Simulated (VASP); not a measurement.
The system is TaAl2.

```
CELL_PARAMETERS angstrom
-3.05338 3.05338 2.54163
3.05338 -3.05338 2.54163
3.05338 3.05338 -2.54163
ATOMIC_POSITIONS crystal
Ta 0.25000 0.25000 0.00000
Ta 0.75000 0.75000 0.00000
Al 0.66700 0.16700 0.83400
Al 0.16700 0.33300 0.50000
Al 0.33300 0.83300 0.16600
Al 0.83300 0.66700 0.50000
```

* Program: VASP 6.6.1
* Task: relaxation of cell and atoms
* Functional: PBE
* Potentials or basis: VASP PAW PBE potentials, release 64 (Ta_pv, Al)
* Cutoff: 600 eV
* k mesh: 4 × 4 × 4
* Occupations: gaussian, width 0.1 eV
* Spin: no spin polarisation

At the start: pressure 30.2 GPa; volume 15.80 Å³/atom.

**Question.** Where does the relaxation end?

**Answer.** Over 37 steps the energy falls by 480.4 meV/atom and the volume is 21.41 Å³/atom (+35.5 %); space group I4/mcm (No. 140, to 0.1 Å) before, P4/mmm (No. 123, to 0.1 Å).

Step by step:
```csv
step,energy change (eV),largest force (eV/Å),pressure (GPa),volume (Å³)
1,0.0000,0.2157,30.24,94.78
2,-0.3824,0.9931,-13.25,141.81
3,-1.7768,0.6228,0.19,116.29
4,-1.7772,0.6355,-0.25,116.81
5,-1.9030,0.5424,-0.20,117.36
6,-1.9336,0.1908,1.09,118.66
7,-2.0020,0.3679,0.38,118.11
8,-2.0626,0.4189,-0.08,119.28
9,-2.2431,0.5088,-1.28,122.80
10,-2.4614,0.5131,-4.07,129.91
11,-2.4824,0.4721,-5.19,132.50
12,-2.4939,0.4604,-5.15,132.50
13,-2.5258,0.4244,-5.03,132.52
14,-2.5771,0.3503,-4.86,132.56
15,-2.6258,0.2097,-4.71,132.62
16,-2.6910,0.1965,-3.58,131.14
17,-2.7892,0.1609,-0.66,127.58
18,-2.7054,0.0689,6.45,120.60
19,-2.8047,0.1378,1.08,125.63
20,-2.8048,0.1361,1.27,125.50
21,-2.8151,0.1346,1.05,125.86
22,-2.8388,0.1282,0.65,126.95
23,-2.8472,0.1092,-0.27,129.09
24,-2.8512,0.1172,0.06,128.26
25,-2.8513,0.1164,0.01,128.34
26,-2.8528,0.1143,-0.06,128.43
27,-2.8571,0.1077,-0.20,128.67
28,-2.8634,0.0940,-0.60,129.15
29,-2.8671,0.0630,-1.22,130.12
30,-2.8678,0.0611,-1.30,130.08
31,-2.8698,0.0557,-1.21,129.96
32,-2.8733,0.0452,-1.02,129.72
33,-2.8784,0.0250,-0.65,129.24
34,-2.8805,0.0125,0.05,128.29
35,-2.8809,0.0023,-0.13,128.55
36,-2.8816,0.0007,-0.08,128.52
37,-2.8824,0.0024,0.06,128.44
```

Final structure:
```
CELL_PARAMETERS angstrom
-3.40028 3.40028 2.77731
3.40028 -3.40028 2.77731
3.40028 3.40028 -2.77731
ATOMIC_POSITIONS crystal
Ta 0.25000 0.25000 0.00000
Ta 0.75000 0.75000 0.00000
Al 0.74973 0.24973 0.99945
Al 0.24973 0.25027 0.50000
Al 0.25027 0.75027 0.00055
Al 0.75027 0.74973 0.50000
```

Caveat: the k points lie up to 0.37 Å⁻¹ apart in the final cell, too coarse for converged energies and pressures of a metal; the volume moved by over 15 % at a fixed basis, so the end points are rough.
